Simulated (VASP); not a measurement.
# Ti (I4/mmm) in VASP: notebook

Ti is run at these levels: PBE; tasks: single point.

All numbers are computed with VASP 6.6.1; they aren't measurements. Logs are shortened: lines on timing, memory, paths and dates and some standing lists are left out, and cuts for length are marked.

## Step 1: The cell of the first run

The structure is tetragonal, space group I4/mmm (No. 139). The conventional cell has a = 3.256 Å, b = 3.256 Å, c = 3.540 Å, α = 90.00°, β = 90.00°, γ = 90.00°. Ti (site symmetry 4/mmm) has 14 Ti at 2.90 to 3.54 Å within 3.8 Å.

## Step 2: Single point, PBE (strain +0.0875 x Voigt [1, 0, 0, 0, 0, 0])

INCAR

```
  PREC = Accurate
  ENCUT = 520
  EDIFF = 1E-6
  ISMEAR = 0
  SIGMA = 0.15
  LREAL = F
  LASPH = T
  NELM = 80
  ALGO = Fast
  ISIF = 2
  LWAVE = F
  LCHARG = T
  GGA = PE
  LELF = T
  LVHAR = T
  NBANDS = 12
```

KPOINTS

```
Automatic mesh
0
Gamma
  26 26 26
```

POSCAR

```
Ti
1.0
   -1.7701811304      1.6277527636      1.6277527636
    1.7701811304     -1.6277527636      1.6277527636
    1.7701811304      1.6277527636     -1.6277527636
Ti
1
Direct
    0.0000000000      0.0000000000      0.0000000000
```

Potentials or basis: VASP PAW PBE potentials, release 64 (Ti_sv).

Launch:

```console
> cat potpaw_PBE.64/Ti_sv/POTCAR > POTCAR
> mpirun -np 1 vasp_std > vasp.out
```

OUTCAR:

```text
PREC = Accurate
   ENCUT = 520
   EDIFF = 1E-6
   ISMEAR = 0
   LREAL = F
   LASPH = T
   NELM = 80
   ISIF = 2
   GGA = PE

 ion  position               nearest neighbor table
   1  0.000  0.000  0.000-

  LATTYP: Found a body centered tetragonal cell.
 ALAT       =     3.2555055272
 C/A-ratio  =     1.0875000000

  Lattice vectors:

 A1 = (  -1.7701811304,   1.6277527636,  -1.6277527636)
 A2 = (  -1.7701811304,  -1.6277527636,   1.6277527636)
 A3 = (   1.7701811304,   1.6277527636,   1.6277527636)

Analysis of symmetry for initial positions (statically):
=====================================================================
 Subroutine PRICEL returns:
 Original cell was already a primitive cell.

 Routine SETGRP: Setting up the symmetry group for a
 body centered tetragonal supercell.

 Subroutine GETGRP returns: Found 16 space group operations
 (whereof 16 operations were pure point group operations)
 out of a pool of 16 trial point group operations.

The static configuration has the point symmetry D_4h.

Analysis of symmetry for dynamics (positions and initial velocities):
=====================================================================
 Subroutine PRICEL returns:
 Original cell was already a primitive cell.

 Routine SETGRP: Setting up the symmetry group for a
 body centered tetragonal supercell.

 Subroutine GETGRP returns: Found 16 space group operations
 (whereof 16 operations were pure point group operations)
 out of a pool of 16 trial point group operations.

The dynamic configuration has the point symmetry D_4h.

 Subroutine INISYM returns: Found 16 space group operations
 (whereof 16 operations are pure point group operations),
 and found     1 'primitive' translations

----------------------------------------------------------------------------------------

                                     Primitive cell

  volume of cell :      18.7609

  direct lattice vectors                    reciprocal lattice vectors
    -1.770181130  1.627752764  1.627752764     0.000000000  0.307171956  0.307171956
     1.770181130 -1.627752764  1.627752764     0.282456971  0.000000000  0.307171956
     1.770181130  1.627752764 -1.627752764     0.282456971  0.307171956  0.000000000

  length of vectors
     2.903911044  2.903911044  2.903911044     0.434406746  0.417296718  0.417296718

  position of ions in fractional coordinates (direct lattice)
     0.000000000  0.000000000  0.000000000

  ion indices of the primitive-cell ions
   primitive index   ion index
                 1           1

----------------------------------------------------------------------------------------

 KPOINTS: Automatic mesh

Automatic generation of k-mesh.
 Grid dimensions read from file:
 generate k-points for:   26   26   26

 Generating k-lattice:

  Cartesian coordinates                     Fractional coordinates (reciprocal lattice)
     0.000000000  0.011814306  0.011814306     0.038461538  0.000000000  0.000000000
     0.010863730  0.000000000  0.011814306     0.000000000  0.038461538  0.000000000
     0.010863730  0.011814306  0.000000000     0.000000000  0.000000000  0.038461538

  Length of vectors
     0.016707952  0.016049874  0.016049874

  Shift w.r.t. Gamma in fractional coordinates (k-lattice)
     0.000000000  0.000000000  0.000000000

 Subroutine IBZKPT returns following result:
 ===========================================

 Found   1330 irreducible k-points:

 Following reciprocal coordinates:
            Coordinates               Weight
  0.000000  0.000000  0.000000      1.000000
  0.038462  0.000000  0.000000      4.000000
  0.076923  0.000000  0.000000      4.000000
  0.115385  0.000000  0.000000      4.000000
  0.153846  0.000000  0.000000      4.000000
  0.192308  0.000000  0.000000      4.000000
[... 16 lines left out ...]
  0.307692  0.038462  0.000000     16.000000
  0.346154  0.038462  0.000000     16.000000
 [... further k-points ...]
   k-points           NKPTS =   1330   k-points in BZ     NKDIM =   1330   number of bands    NBANDS=     12
   number of dos      NEDOS =    301   number of ions     NIONS =      1
   total plane-waves  NPLWV =  13824
   dimension x,y,z NGX =    24 NGY =   24 NGZ =   24
   dimension x,y,z NGXF=    48 NGYF=   48 NGZF=   48
   ions per type =               1
   NGX,Y,Z   is equivalent  to a cutoff of  13.74, 13.74, 13.74 a.u.
   NGXF,Y,Z  is equivalent  to a cutoff of  27.48, 27.48, 27.48 a.u.
 SYSTEM =  unknown system
   PREC   = accura    normal or accurate (medium, high low for compatibility)
   ISTART =      0    job   : 0-new  1-cont  2-samecut
   ICHARG =      2    charge: 1-file 2-atom 10-const
   ISPIN  =      1    spin polarized calculation?
   LNONCOLLINEAR =      F non collinear calculations
   LSORBIT =      F    spin-orbit coupling
   LASPH  =      T    aspherical Exc in radial PAW
   ENCUT  =  520.0 eV  38.22 Ry    6.18 a.u.   5.40  5.40  5.40*2*pi/ulx,y,z
   NELM   =     80;   NELMIN=  2; NELMDL= -5     # of ELM steps
   EDIFF  = 0.1E-05   stopping-criterion for ELM
   LREAL  =      F    real-space projection
   EDIFFG = 0.1E-04   stopping-criterion for IOM
   NSW    =      0    number of steps for IOM
   IBRION =     -1    ionic relax: 0-MD 1-quasi-New 2-CG
   NFREE  =      0    steps in history (QN), initial steepest desc. (CG)
   ISIF   =      2    stress and relaxation
   ISYM   =      2    0-nonsym 1-usesym 2-fastsym
   POTIM  = 0.5000    time-step for ionic-motion
   TEBEG  =    0.0;   TEEND  =   0.0 temperature during run
   PSTRESS=    0.0 pullay stress
   NELECT =      12.0000    total number of electrons
   NUPDOWN=      -1.0000    fix difference up-down
   EMIN   =  10.00;   EMAX   =-10.00  energy-range for DOS
   EFERMI =   0.00;   METHOD = LEGACY
   ISMEAR =     0;   SIGMA  =   0.15  broadening in eV -4-tet -1-fermi 0-gaus
   EFERMI_NEDOS =   21; number of points for ismear=-14 and -15
   IALGO  =     68    algorithm
   IMIX   =      4    mixing-type and parameters
     AMIX     =   0.40;   BMIX     =  1.00
     AMIX_MAG =   1.60;   BMIX_MAG =  1.00
  volume/ion in A,a.u.               =      18.76       126.61
  Fermi-wavevector in a.u.,A,eV,Ry     =   1.410535  2.665524 27.070255  1.989608
  Thomas-Fermi vector in A             =   2.532478
   LORBIT       =      0    0 simple, 1 ext, 2 COOP (PROOUT), +10 PAW based schemes
   GGA     = PE    functional components
   LHFCALC =     F    Hartree Fock is set to
   AEXX    =    0.0000 exact exchange contribution
   IVDW    =     0    specifies the selected vdW correction
   LEPSILON=     F    determine dielectric tensor
   LRPA    =     F    only Hartree local field effects (RPA)
 non-spin polarized calculation
 RMM-DIIS sequential band-by-band and
 Gauss-broadening in eV      SIGMA  =   0.15
  energy-cutoff  :      520.00
  volume of cell :       18.76
 maximum number of plane-waves:       520
 NGX is ok and might be reduce to    24
   NGX = 11   NGY = 11   NGZ = 11

 number of electron      11.9999997 magnetization

 Free energy of the ion-electron system (eV)
  ---------------------------------------------------
  ext. energy  EPLUGINS =         0.00000000
  ---------------------------------------------------
  free energy    TOTEN  =        -7.70500444 eV

  energy without entropy =       -7.67501366  energy(sigma->0) =       -7.69000905

 E-fermi :   7.3291     XC(G=0): -11.1377

 val. band max:        7.3249086903   @ k =  -0.4615  -0.3077   0.0385
 cond. band min:       7.3293392365   @ k =  -0.3462   0.4231   0.0000
 fundamental gap:      0.0044305462
 Fermi energy:         7.3290617762

 k-point     1 :       0.0000    0.0000    0.0000
  band No.  band energies     occupation
      1     -49.3916      2.00000
      2     -25.3291      2.00000
      3     -25.3291      2.00000
      4     -25.3208      2.00000
      5       1.5322      2.00000
      6       8.0825      0.00000
      7       8.0825      0.00000
      8       8.5852      0.00000
      9       9.4754      0.00000
     10      10.0501      0.00000
     11      23.3425      0.00000
     12      24.6594      0.00000

 k-point     2 :       0.0385    0.0000    0.0000
  band No.  band energies     occupation
      1     -49.3901      2.00000
      2     -25.3368      2.00000
      3     -25.3295      2.00000
      4     -25.3236      2.00000
      5       1.5824      2.00000
      6       8.0565      0.00000
      7       8.1167      0.00000
      8       8.5750      0.00000
      9       9.4826      0.00000
     10      10.0272      0.00000
     11      23.3861      0.00000
     12      24.5495      0.00000

 k-point     3 :       0.0769    0.0000    0.0000
  band No.  band energies     occupation
      1     -49.3859      2.00000
      2     -25.3595      2.00000
      3     -25.3317      2.00000
      4     -25.3308      2.00000
      5       1.7314      2.00000
      6       7.9811      0.00000
      7       8.2186      0.00000
      8       8.5398      0.00000
      9       9.5043      0.00000
     10       9.9677      0.00000
     11      23.5118      0.00000
     12      24.2187      0.00000
[... 286 lines left out ...]
 k-point    23 :       0.3077    0.0385    0.0000
  band No.  band energies     occupation
      1     -49.3180      2.00000
      2     -25.7075      2.00000
      3     -25.4591      2.00000
      4     -25.3532      2.00000
      5       4.3547      2.00000
      6       6.9394      1.99976
      7       7.7242      0.00019
      8       9.9119      0.00000
      9      10.0678      0.00000
     10      10.1990      0.00000
     11      18.7218      0.00000
     12      20.9103      0.00000

 k-point    24 :       0.3462    0.0385    0.0000
  band No.  band energies     occupation
      1     -49.3081      2.00000
      2     -25.7561      2.00000
      3     -25.4780      2.00000
      4     -25.3562      2.00000
      5       4.6994      2.00000
      6       6.8051      2.00000
      7       7.8207      0.00000
      8      10.0165      0.00000
      9      10.1440      0.00000
     10      10.5503      0.00000
     11      17.6986      0.00000
     12      20.4111      0.00000

 [... further k-points ...]

------------------------ aborting loop because EDIFF is reached ----------------------------------------

  FORCE on cell =-STRESS in cart. coord.  units (eV):
  Direction    XX          YY          ZZ          XY          YZ          ZX
  --------------------------------------------------------------------------------------
  -------------------------------------------------------------------------------------
  Total       -0.7464299     -0.9761111     -0.9761111      0.0000000      0.0000000      0.0000000
  in kB      -63.7448355    -83.3595287    -83.3595287      0.0000000      0.0000000      0.0000000
  external PRESSURE =     -76.8212976 kB  Pullay stress =       0.0000000 kB

 VOLUME and BASIS-vectors are now :
 -----------------------------------------------------------------------------
  energy-cutoff  :      520.00
  volume of cell :       18.76
      direct lattice vectors                 reciprocal lattice vectors
    -1.770181130  1.627752764  1.627752764     0.000000000  0.307171956  0.307171956
     1.770181130 -1.627752764  1.627752764     0.282456971  0.000000000  0.307171956
     1.770181130  1.627752764 -1.627752764     0.282456971  0.307171956  0.000000000

 POSITION                                       TOTAL-FORCE (eV/Angst)
 -----------------------------------------------------------------------------------
      0.00000      0.00000      0.00000         0.000000     -0.000000     -0.000000
 -----------------------------------------------------------------------------------
    total drift:                                0.000000      0.000000      0.000000

  FREE ENERGIE OF THE ION-ELECTRON SYSTEM (eV)
  ---------------------------------------------------
  free  energy   TOTEN  =        -7.7050044450 eV

  energy  without entropy=       -7.6750136598  energy(sigma->0) =       -7.69000905
```

Run time: 5.8 min. Hardware: 1 thread of Intel Xeon Platinum 8259CL at 2.50GHz (Skylake/Cascade Lake), shared host; peak memory 0.39 GiB.

What came out:

- Free energy: -7.7050 eV
- Pressure: -7.7 GPa
- Band gap on the k mesh: zero (bands 6 and 7 overlap by 1.50 eV)

Caveat: the cell differs from its parent crystal (strain +0.0875 x Voigt [1, 0, 0, 0, 0, 0]); the cell stands under tension.

## Step 3: Single point, PBE (strain +0.1000 x Voigt [1, 0, 0, 0, 0, 0])

INCAR

```
SYSTEM = Ti
  PREC = Accurate
  ENCUT = 520
  EDIFF = 1E-7
  ISMEAR = 0
  SIGMA = 0.15
  LREAL = .FALSE.
  LASPH = .TRUE.
  NELM = 60
  ALGO = Fast
  ISIF = 2
  LWAVE = .FALSE.
  LCHARG = .TRUE.
  GGA = PE
  LELF = .TRUE.
  LVHAR = .TRUE.
  NBANDS = 12
```

KPOINTS

```
regular mesh
0
G
  26 26 26
  0 0 0
```

POSCAR

```
Ti
1.0
   -1.7905280400      1.6277527636      1.6277527636
    1.7905280400     -1.6277527636      1.6277527636
    1.7905280400      1.6277527636     -1.6277527636
Ti
1
Direct
    0.0000000000      0.0000000000      0.0000000000
```

Potentials or basis: VASP PAW PBE potentials, release 64 (Ti_sv).

Launch:

```console
> cat potpaw_PBE.64/Ti_sv/POTCAR > POTCAR
> mpirun -np 1 vasp_std > vasp.out
```

Wall time 7 min (1 thread of Intel Xeon Platinum 8259CL at 2.50GHz (Skylake/Cascade Lake), shared host); peak memory 0.39 GiB.

Results (log left out):

```
Free energy            : -7.6961 eV
Pressure               : -8.5 GPa
Band gap on the k mesh : zero (bands 6 and 7 overlap by 1.49 eV)
```

Stress tensor (GPa, compression positive):
```
-7.01  0.00  0.00
 0.00 -9.24  0.00
 0.00  0.00 -9.24
```

Levels at points of the mesh, in eV from the Fermi level:
```
           k point  band 3  band 4  band 5  band 6  band 7  band 8  band 9  band 10
(0.00, 0.00, 0.00)  -32.70  -32.69   -5.77    0.73    0.73    1.28    2.06     2.70
(0.50, 0.00, 0.00)  -32.87  -32.73   -2.25   -0.79    1.29    2.83    2.93     3.81
(0.00, 0.50, 0.00)  -32.84  -32.69   -2.28   -0.08    0.72    2.00    2.82     3.69
(0.50, 0.50, 0.50)  -33.01  -33.01   -1.96   -1.74    3.37    3.51    3.51     6.04
```

Caveat: the cell differs from its parent crystal (strain +0.1000 x Voigt [1, 0, 0, 0, 0, 0]); the cell stands under tension.
